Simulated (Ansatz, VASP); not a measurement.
Os: VASP beside Ansatz

INCAR

```
  PREC = Accurate
  ENCUT = 520
  EDIFF = 1E-6
  ISMEAR = -1
  SIGMA = 0.05
  LREAL = False
  LASPH = True
  NELM = 60
  ALGO = Normal
  ISIF = 2
  LWAVE = False
  LCHARG = False
  NBANDS = 24
```

File KPOINTS:

```
Automatic mesh
0
Gamma
  13 9 8
```

The input POSCAR:

```
Os
1.0
   -1.3573936166      2.3510747098      0.0000000000
    0.0000000000      0.0000000000      4.2926626049
    4.0721808498      2.3510747098      0.0000000000
Os
4
Direct
    0.5000000000      0.2500000000      0.1666666670
    0.0000000000      0.2500000000      0.6666666670
    0.0000000000      0.7500000000      0.3333333330
    0.5000000000      0.7500000000      0.8333333330
```

Input for Ansatz:

```yaml
crystal:
  lattice:
    - [-1.3573936166, 2.3510747098, 0.0]
    - [0.0, 0.0, 4.2926626049]
    - [4.0721808498, 2.3510747098, 0.0]
  atoms:
    - { symbol: Os, position: [0.5, 0.25, 0.166666667] }
    - { symbol: Os, position: [0.0, 0.25, 0.666666667] }
    - { symbol: Os, position: [0.0, 0.75, 0.333333333] }
    - { symbol: Os, position: [0.5, 0.75, 0.833333333] }
kpoints:
  mp_grid: { grid: [13, 9, 8] }
scf:
  occupations: { method: fermi_dirac, width: 0.05 }
hamiltonian:
  xc: lda
  pseudopotentials: { kind: all_electron, lapw: { basis_error: 0.001 } }
output:
  forces: true
  stress: true
  eigenvalues: true
```

Alike in both runs: task single point; functional LDA; k mesh 13 × 9 × 8; occupations fermi-dirac, width 0.05 eV; no spin polarisation.

```csv
,VASP,Ansatz
version,VASP 6.6.1,Ansatz 0.2.0
potentials or method,"VASP PAW LDA potentials, release 64 (Os), cutoff 520 eV","all-electron LAPW, scalar-relativistic"
```

```csv
,VASP,Ansatz,Ansatz less VASP
pressure (GPa),0.9,-0.1,-0.99
"traceless stress, the component that is largest in VASP (GPa)",-1.02,-0.95,+0.068
rms of the force components (eV/Å),0.023,0.024,+0.0007
```

LDA's correlation is that of Perdew and Zunger in VASP and of Perdew and Wang (1992) in Ansatz. Atom by atom the forces differ by 0.001 eV/Å (rms over components). Ansatz ran all-electron here, and VASP with PAW potentials.

Neither program's run includes spin-orbit coupling.
